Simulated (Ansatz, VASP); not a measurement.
**Two plane-wave programs on TaN**

INCAR

```
PREC = Accurate ; ENCUT = 700
EDIFF = 1E-6 ; ISMEAR = 0
SIGMA = 0.05 ; LREAL = F
LASPH = T ; NELM = 200
ALGO = Normal ; ISIF = 2
LWAVE = F ; LCHARG = T
ISPIN = 2 ; MAGMOM = 0 0 0 0 0 0
LORBIT = 11 ; LMAXMIX = 4
LDAU = T ; LDAUTYPE = 1
LDAUL = 2 -1 ; LDAUU = 2 0
LDAUJ = 0.9 0 ; LDAUPRINT = 1
GGA = PS ; LELF = T
LVHAR = T ; NBANDS = 40
GGA_COMPAT = F
```

The input KPOINTS:

```
regular mesh
0
Gamma
  4 4 6
```

POSCAR

```
TaN
1.0
    5.1960001500      0.0000000000      0.0000000000
   -2.5980000800      4.4998681300      0.0000000000
    0.0000000000      0.0000000000      2.9109996000
Ta N
3 3
Direct
    0.3333333333      0.6666666667      0.5000000000
    0.6666666667      0.3333333333      0.5000000000
    0.0000000000      0.0000000000      0.0000000000
    0.3928500000      0.0000000000      0.0000000000
    0.6071500000      0.6071500000      0.0000000000
    0.0000000000      0.3928500000      0.0000000000
```

Input for Ansatz:

```yaml
crystal:
  lattice:
    - [5.19600015, 0.0, 0.0]
    - [-2.59800008, 4.49986813, 0.0]
    - [0.0, 0.0, 2.9109996]
  atoms:
    - { symbol: Ta, position: [0.3333333333, 0.6666666667, 0.5], spin: 2.0 }
    - { symbol: Ta, position: [0.6666666667, 0.3333333333, 0.5], spin: -0.8 }
    - { symbol: Ta, position: [0.0, 0.0, 0.0], spin: 2.0 }
    - { symbol: "N", position: [0.39285, 0.0, 0.0] }
    - { symbol: "N", position: [0.60715, 0.60715, 0.0] }
    - { symbol: "N", position: [0.0, 0.39285, 0.0] }
basis:
  ecutwfc: 420
  ecutrho_ratio: 4
kpoints:
  mp_grid: { grid: [4, 4, 6] }
hamiltonian:
  xc: pbesol
  hubbard:
    sites:
      - { site: 0, l: d, u: 2.0, j: 0.9 }
      - { site: 1, l: d, u: 2.0, j: 0.9 }
      - { site: 2, l: d, u: 2.0, j: 0.9 }
scf:
  occupations: { method: gaussian, width: 0.05 }
  lower_state_search: "off"
  max_iter: 150
output:
  forces: true
  stress: true
  eigenvalues: true
  populations: true
  hubbard: { sites: [{ site: 0, l: d }, { site: 1, l: d }, { site: 2, l: d }] }
magnetization:
  spin_polarized: true
  spin_locking: { lock_spins: true, n_iters: 12 }
```

Alike in both runs: task single point; functional PBEsol; k mesh 4 × 4 × 6; occupations gaussian, width 0.05 eV; collinear spin; Hubbard terms Ta d U = 2.0 eV, J = 0.9 eV.

|  | VASP | Ansatz |
| --- | --- | --- |
| version | VASP 6.6.1 | Ansatz 0.2.0 |
| potentials or method | VASP PAW PBE potentials, release 64 (Ta_sv_GW, N), cutoff 700 eV | scalar-relativistic, plane waves, PAW |
| valence electrons in the cell | 54 | 54 |

|  | VASP | Ansatz | Ansatz less VASP |
| --- | --- | --- | --- |
| gap on the k mesh at the Fermi level (eV) | none | none | - |
| pressure (GPa) | -0.3 | -2.8 | -2.47 |
| traceless stress, the component that is largest in VASP (GPa) | -0.22 | -0.41 | -0.183 |
| rms of the force components (eV/Å) | 0.033 | 0.006 | -0.0271 |

VASP's potentials were made for PBE, not for PBEsol. The programs project onto different local orbitals, so the same U acts differently, and such runs can settle in different states. Atom by atom the forces differ by 0.039 eV/Å (rms over components). A gap of «none» marks a metal or a gap that the smearing closes. Ansatz's warnings: filled band counts differ across k points, seeded moment not kept, stress scf threshold loose.

Neither program's run includes spin-orbit coupling.
